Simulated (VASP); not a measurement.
SiC:

```xyz
8
Lattice="5.3655 0.0000 0.0000 0.0000 5.3655 0.0000 0.0000 0.0000 2.8690" Properties=species:S:1:pos:R:3 pbc="T T T"
Si    0.5538    1.7685    0.6933
Si    4.8117    3.5970    2.1278
Si    3.5970    0.5538    2.8451
Si    1.7685    4.8117    1.4105
C     1.7685    0.5538    0.0240
C     3.5970    4.8117    1.4585
C     4.8117    1.7685    2.1757
C     0.5538    3.5970    0.7412
```

The cell was generated, and may not be a known phase.

| Quantity | Value |
| --- | --- |
| Program | VASP 6.6.1 |
| Task | relaxation of cell and atoms |
| Functional | PBE |
| Potentials or basis | VASP PAW PBE potentials, release 64 (Si, C) |
| Cutoff | 600 eV |
| k mesh | 4 × 4 × 6 |
| Occupations | gaussian, width 0.1 eV |
| Spin | no spin polarisation |

At the start: pressure 34.8 GPa; volume 10.32 Å³/atom.

Problem. How do energy, volume and symmetry change on relaxing?

Solution. Over 11 steps the energy falls by 209.3 meV/atom and the volume is 11.88 Å³/atom (+15.1 %); space group P4_3 (No. 78, to 0.1 Å) before and after.

Step by step:
| step | energy change (eV) | largest force (eV/Å) | pressure (GPa) | volume (Å³) |
| --- | --- | --- | --- | --- |
| 1 | 0.0000 | 3.0385 | 34.82 | 82.60 |
| 2 | 0.8988 | 2.7284 | -22.46 | 112.39 |
| 3 | -1.4050 | 1.4425 | 0.16 | 93.79 |
| 4 | -1.4092 | 1.3808 | 1.29 | 93.27 |
| 5 | -1.6219 | 0.5366 | -2.13 | 96.39 |
| 6 | -1.6219 | 0.5298 | -2.10 | 96.35 |
| 7 | -1.6626 | 0.3143 | 0.90 | 95.10 |
| 8 | -1.6653 | 0.2658 | 0.28 | 95.34 |
| 9 | -1.6718 | 0.1305 | -0.60 | 95.42 |
| 10 | -1.6721 | 0.1101 | -0.45 | 95.41 |
| 11 | -1.6745 | 0.0249 | -0.02 | 95.06 |

Final structure:
```xyz
8
Lattice="5.6042 0.0000 0.0000 0.0000 5.6042 0.0000 0.0000 0.0000 3.0267" Properties=species:S:1:pos:R:3 pbc="T T T"
Si    0.5287    1.8723    0.7131
Si    5.0755    3.7318    2.2265
Si    3.7318    0.5287    2.9832
Si    1.8723    5.0755    1.4698
C     1.8378    0.6780    0.0435
C     3.7664    4.9262    1.5569
C     4.9262    1.8378    2.3136
C     0.6780    3.7664    0.8002
```

Caveat: the volume moved by over 15 % at a fixed basis, so the end points are rough.
